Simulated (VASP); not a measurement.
Set up this calculation in VASP 6.6.1, as the native input.

```
Task                   : single point
Functional             : PBE
Potentials or basis    : VASP PAW PBE potentials, release 64 (Ge_d, F)
Cutoff                 : 520 eV
k mesh                 : 6 × 6 × 4
Occupations            : gaussian, width 0.1 eV
Spin                   : no spin polarisation
Dipole correction      : no
Further INCAR settings : ALGO = Normal; EDIFF = 1e-06; NBANDS = 34
```

The structure of GeF5 lies in POSCAR:

```
GeF5
1.0
    4.4094026200      0.0000000000      0.0000000000
   -2.2047013100      3.8186546800      0.0000000000
    0.0000000000      0.0000000000      4.7195485900
Ge F
1 5
Direct
    0.0000000000      0.0000000000      0.5000000000
    0.5000000000      0.0000000000      0.0000000000
    0.0000000000      0.5000000000      0.0000000000
    0.5000000000      0.5000000000      0.0000000000
    0.3333333300      0.6666666700      0.0000000000
    0.6666666700      0.3333333300      0.0000000000
```

The cell was built from a structure type or drawn by symmetry, and may not be a known phase.

One way to write it, as run:

INCAR

```
SYSTEM = GeF5
PREC = Accurate ; ENCUT = 520
EDIFF = 1E-6 ; ISMEAR = 0
SIGMA = 0.1 ; LREAL = .False.
LASPH = .True. ; NELM = 100
ALGO = Normal ; ISIF = 2
LWAVE = .False. ; LCHARG = .False.
GGA = PE ; NBANDS = 34
```

KPOINTS

```
regular mesh
0
Gamma
  6 6 4
  0 0 0
```

Potentials or basis: VASP PAW PBE potentials, release 64 (Ge_d, F).

The run is started by

```console
$ cat potpaw_PBE.64/Ge_d/POTCAR potpaw_PBE.64/F/POTCAR > POTCAR
$ mpirun -np 1 vasp_std > vasp.out
```

It gave:

```
Pressure               : 141.3 GPa
Band gap on the k mesh : zero (an odd number of electrons rules out a gap without spin polarisation)
```

Caveat: the cell stands under pressure; an odd number of electrons without spin polarisation forces a metal; a magnetic or distorted state may lie lower.

It took 54 s on 1 thread of Intel Xeon 8259CL, on a shared host, peak memory 0.22 GiB.
